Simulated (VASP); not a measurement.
# Ni (Fm-3m) in VASP: further runs, part 2 of 2

VASP 6.6.1. The steps go on from the part before.

## (3) Single point, r2SCAN, collinear spin, ferromagnetic start

POSCAR

```
Ni
1.0
    0.0000000000      1.7671500000      1.7671500000
    1.7671500000      0.0000000000      1.7671500000
    1.7671500000      1.7671500000      0.0000000000
Ni
1
Direct
    0.0000000000      0.0000000000      0.0000000000
```

INCAR.step1

```
SYSTEM = Ni
PREC = Accurate
ENCUT = 520
ISMEAR = -1
SIGMA = 0.05
LREAL = .FALSE.
LASPH = .TRUE.
NELM = 150
ISPIN = 2
MAGMOM = 1.09
NUPDOWN = 1.09
LMAXMIX = 4
NBANDS = 15
GGA = PE
ALGO = Normal
EDIFF = 1E-4
LWAVE = .TRUE.
LCHARG = .FALSE.
```

INCAR.step2

```
SYSTEM = Ni
PREC = Accurate
ENCUT = 520
EDIFF = 1E-6
ISMEAR = -1
SIGMA = 0.05
LREAL = .FALSE.
LASPH = .TRUE.
NELM = 150
ALGO = Normal
ISIF = 2
LWAVE = .FALSE.
LCHARG = .TRUE.
ISPIN = 2
MAGMOM = 1.09
LORBIT = 11
NUPDOWN = 1.09
LMAXMIX = 4
METAGGA = R2SCAN
LMIXTAU = .TRUE.
LELF = .TRUE.
LVHAR = .TRUE.
NBANDS = 15
ISTART = 1
```

KPOINTS

```
Automatic mesh
0
G
  11 11 11
  0 0 0
```

Potentials or basis: VASP PAW PBE potentials, release 64 (Ni).

Command:

```sh
> cat potpaw_PBE.64/Ni/POTCAR > POTCAR
> cp INCAR.step1 INCAR
> mpirun -np 1 vasp_std > vasp.out
> cp INCAR.step2 INCAR
> mpirun -np 1 vasp_std > vasp.out
```

OUTCAR:

```text
SYSTEM = Ni
   PREC = Accurate
   ENCUT = 520
   EDIFF = 1E-6
   ISMEAR = -1
   LREAL = .FALSE.
   LASPH = .TRUE.
   NELM = 150
   ISIF = 2
   ISPIN = 2
   LORBIT = 11
   NUPDOWN = 1.09
   METAGGA = R2SCAN
   ISTART = 1

 ion  position               nearest neighbor table
   1  0.000  0.000  0.000-

  LATTYP: Found a face centered cubic cell.
 ALAT       =     3.5343000000

  Lattice vectors:

 A1 = (   0.0000000000,   1.7671500000,   1.7671500000)
[... 1072 lines left out ...]
  -------------------------------------------------------------------------------------
  Total       -0.3422978     -0.3422978     -0.3422978      0.0000000      0.0000000     -0.0000000
  in kB      -49.6894848    -49.6894848    -49.6894848      0.0000000      0.0000000     -0.0000000
  external PRESSURE =     -49.6894848 kB  Pullay stress =       0.0000000 kB

 VOLUME and BASIS-vectors are now :
 -----------------------------------------------------------------------------
  energy-cutoff  :      520.00
  volume of cell :       11.04
      direct lattice vectors                 reciprocal lattice vectors
     0.000000000  1.767150000  1.767150000    -0.282941459  0.282941459  0.282941459
     1.767150000  0.000000000  1.767150000     0.282941459 -0.282941459  0.282941459
     1.767150000  1.767150000  0.000000000     0.282941459  0.282941459 -0.282941459

 POSITION                                       TOTAL-FORCE (eV/Angst)
 -----------------------------------------------------------------------------------
      0.00000      0.00000      0.00000         0.000000     -0.000000     -0.000000
 -----------------------------------------------------------------------------------
    total drift:                                0.000000      0.000000     -0.000000

  FREE ENERGIE OF THE ION-ELECTRON SYSTEM (eV)
  ---------------------------------------------------
  free  energy   TOTEN  =       -11.8298807982 eV

  energy  without entropy=      -11.8197150365  energy(sigma->0) =      -11.82479792

 total charge

# of ion       s       p       d       tot
------------------------------------------
    1        0.523   0.542   8.238   9.303

 magnetization (x)

# of ion       s       p       d       tot
------------------------------------------
    1        0.008   0.001   1.084   1.093
```

OUTCAR.step1:

```text
SYSTEM = Ni
   PREC = Accurate
   ENCUT = 520
   ISMEAR = -1
   LREAL = .FALSE.
   LASPH = .TRUE.
[... 1102 lines left out ...]
 -----------------------------------------------------------------------------------
      0.00000      0.00000      0.00000        -0.000000     -0.000000      0.000000
 -----------------------------------------------------------------------------------
    total drift:                                0.000000      0.000000      0.000000

  FREE ENERGIE OF THE ION-ELECTRON SYSTEM (eV)
  ---------------------------------------------------
  free  energy   TOTEN  =        -5.3195495591 eV

  energy  without entropy=       -5.3058021150  energy(sigma->0) =       -5.31267584
```

It took 35 s on 1 thread of Intel Xeon 6975P-C (Granite Rapids), shared host; peak memory 0.14 GiB.

Results:

- Free energy: -11.8299 eV
- Pressure: -5.0 GPa
- Net moment: 1.09 μB per cell
- Site moments: Ni +1.09 μB
- Valence electrons inside the program's atomic spheres: Ni 9.30

Caveat: the PAW data sets were made with another functional, which shifts forces and pressure a little; the total moment is fixed, so each spin has its own Fermi level.

## (4) Single point, r2SCAN, collinear spin, ferromagnetic start

POSCAR is that of step 3.

INCAR.step1

```
SYSTEM = Ni
PREC     = Accurate       ! precision mode
ENCUT    = 520            ! plane-wave cutoff, eV
ISMEAR   = -1             ! smearing method
SIGMA    = 0.05           ! smearing width, eV
LREAL    = .False.        ! projectors in reciprocal space
LASPH    = .True.         ! aspherical terms in the spheres
NELM     = 150            ! most SCF steps
ISPIN    = 2              ! spin polarisation
MAGMOM   = 1.63           ! initial moments
NUPDOWN  = 1.63           ! fixed moment
LMAXMIX  = 4              ! l up to which the mixer works
NBANDS   = 15             ! bands
GGA      = PE             ! functional
ALGO     = Normal         ! electronic algorithm
EDIFF    = 1E-4           ! SCF threshold, eV
LWAVE    = .True.         ! write WAVECAR
LCHARG   = .False.        ! write CHGCAR
```

INCAR.step2

```
SYSTEM = Ni
PREC     = Accurate       ! precision mode
ENCUT    = 520            ! plane-wave cutoff, eV
EDIFF    = 1E-6           ! SCF threshold, eV
ISMEAR   = -1             ! smearing method
SIGMA    = 0.05           ! smearing width, eV
LREAL    = .False.        ! projectors in reciprocal space
LASPH    = .True.         ! aspherical terms in the spheres
NELM     = 150            ! most SCF steps
ALGO     = Normal         ! electronic algorithm
ISIF     = 2              ! what is computed and relaxed
LWAVE    = .False.        ! write WAVECAR
LCHARG   = .True.         ! write CHGCAR
ISPIN    = 2              ! spin polarisation
MAGMOM   = 1.63           ! initial moments
LORBIT   = 11             ! projections on sites
NUPDOWN  = 1.63           ! fixed moment
LMAXMIX  = 4              ! l up to which the mixer works
METAGGA  = R2SCAN         ! meta-GGA
LMIXTAU  = .True.       
LELF     = .True.         ! ELF
LVHAR    = .True.       
NBANDS   = 15             ! bands
ISTART   = 1
```

KPOINTS

```
Automatic mesh
0
Gamma
  11 11 11
  0 0 0
```

Command:

```sh
> cat potpaw_PBE.64/Ni/POTCAR > POTCAR
> cp INCAR.step1 INCAR
> mpirun -np 1 vasp_std > vasp.out
> cp INCAR.step2 INCAR
> mpirun -np 1 vasp_std > vasp.out
```

Wall time 38 s (1 thread of Intel Xeon 6975P-C (Granite Rapids), shared host); peak memory 0.14 GiB.

It converged, with:

```
Free energy                                           : -11.1889 eV
Pressure                                              : 6.0 GPa
Net moment                                            : 1.63 μB per cell
Site moments                                          : Ni +1.57 μB
Valence electrons inside the program's atomic spheres : Ni 9.27
```

Caveat: the PAW data sets were made with another functional, which shifts forces and pressure a little; the total moment is fixed, so each spin has its own Fermi level.

## (5) Overview

| fixed moment (μB) | pressure (GPa) | moment (μB) |
| --- | --- | --- |
| 0.54 | -10.0 | 0.54 |
| 1.09 | -5.0 | 1.09 |
| 1.63 | 6.0 | 1.63 |

Alike in all rows: task single point; level r2SCAN; potentials or basis VASP PAW PBE potentials, release 64 (Ni); spin collinear, ferromagnetic start; cell as given; k mesh 11 × 11 × 11; cutoff (eV) 520; smearing fermi-dirac 0.05 eV.

Caveats: the PAW data sets were made with another functional, which shifts forces and pressure a little; the total moment is fixed, so each spin has its own Fermi level.

Total energies depend on the potentials used, so only differences within one code and one set of settings carry meaning.
